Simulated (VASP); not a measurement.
Runs of VASP 6.6.1 on GaGe3. The structure is that of space group Pm-3m (No. 221), or close to it. The cells are those of the table. 

| task | level | cell | cutoff (eV) | gap on the mesh (eV) | pressure (GPa) |
| --- | --- | --- | --- | --- | --- |
| relaxation of cell and atoms | PBEsol | relaxed to 2 GPa from a = 4.278 Å, 4 atoms | 600 | none | 2.0 |
| single point | PBEsol | a = 4.036 Å, 4 atoms | 520 | none | 10.1 |
| relaxation of cell and atoms | PBEsol | relaxed from a = 4.278 Å, 4 atoms | 600 | none | 0.1 |
| single point | r2SCAN | a = 4.307 Å, 4 atoms | 520 | none | -3.3 |
| single point | PBEsol | a = 4.195 Å, 4 atoms | 520 | none | (c) |
| single point | PBE | a = 4.307 Å, 4 atoms | 520 | none | -1.1 |
| single point | PBEsol | a = 3.860 Å, 4 atoms | 520 | none | 30.3 |
| relaxation of cell and atoms | PBEsol | relaxed to 5 GPa from a = 4.278 Å, 4 atoms | 600 | none | 5.0 |
| single point | PBEsol | a = 4.104 Å, 4 atoms | 520 | none | (a) |
| single point | r2SCAN | a = 4.335 Å, 4 atoms | 520 | none | (b) |
| single point | r2SCAN | a = 4.191 Å, 4 atoms | 520 | none | 1.3 |

Alike in all rows: potentials or basis VASP PAW PBE potentials, release 64 (Ge_d, Ga_d); no spin polarisation; k mesh 6 × 6 × 6; smearing fermi-dirac 0.05 eV.

Q: Fill in the values left out.

A: (a) 5.1; (b) -4.2; (c) 0.0.

Caveats: the PAW data sets were made with another functional, which shifts forces and pressure a little (at least some runs); the cell stands under pressure (at least some runs); the cell is relaxed towards a set pressure, so the run minimises the enthalpy, not the energy (at least some runs); the cell stands under tension (at least some runs).

A k mesh can miss the band edges, and the runs leave out spin-orbit coupling on Ga, Ge.

A gap of «none» marks levels without a gap at the run's occupations.
